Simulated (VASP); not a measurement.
# BP: single point with r2SCAN+D4

BP:

```
CELL_PARAMETERS angstrom
0.00000 2.26771 2.26771
2.26771 0.00000 2.26771
2.26771 2.26771 0.00000
ATOMIC_POSITIONS crystal
B 0.00000 0.00000 0.00000
P 0.75000 0.75000 0.75000
```

```yaml
Program: VASP 6.6.1
Task: single point
Functional: r2SCAN
Dispersion: D4
Potentials_or_basis: VASP PAW PBE potentials, release 64 (B, P)
Cutoff: 520 eV
k_mesh: 8 × 8 × 8
Occupations: tetrahedron
Spin: no spin polarisation
Dipole_correction: no
Further_INCAR_settings: ALGO = Normal; EDIFF = 1e-07; NBANDS = 11
```

```
Pressure                   : -2.2 GPa
Band gap on the k mesh     : 1.47 eV, indirect (least direct gap 3.64 eV)
Dispersion energy per atom : -0.134 eV
```

Levels at points of the mesh, in eV from the valence-band top:
```tsv
k point	band 2	band 3	band 4	band 5	band 6	band 7
(0.00, 0.00, 0.00)	0.00	0.00	0.00	3.64	3.64	3.64
(0.50, 0.00, 0.00)	-9.51	-1.87	-1.87	4.15	5.03	5.03
(0.50, 0.50, 0.00)	-9.14	-4.35	-4.35	1.54	1.91	13.08
```

Wall time 67 s on 1 thread of Intel Xeon 8259CL (shared host), peak memory 0.11 GiB.

Caveat: the PAW data sets were made with another functional, which shifts forces and pressure a little. A k mesh can miss the band edges.
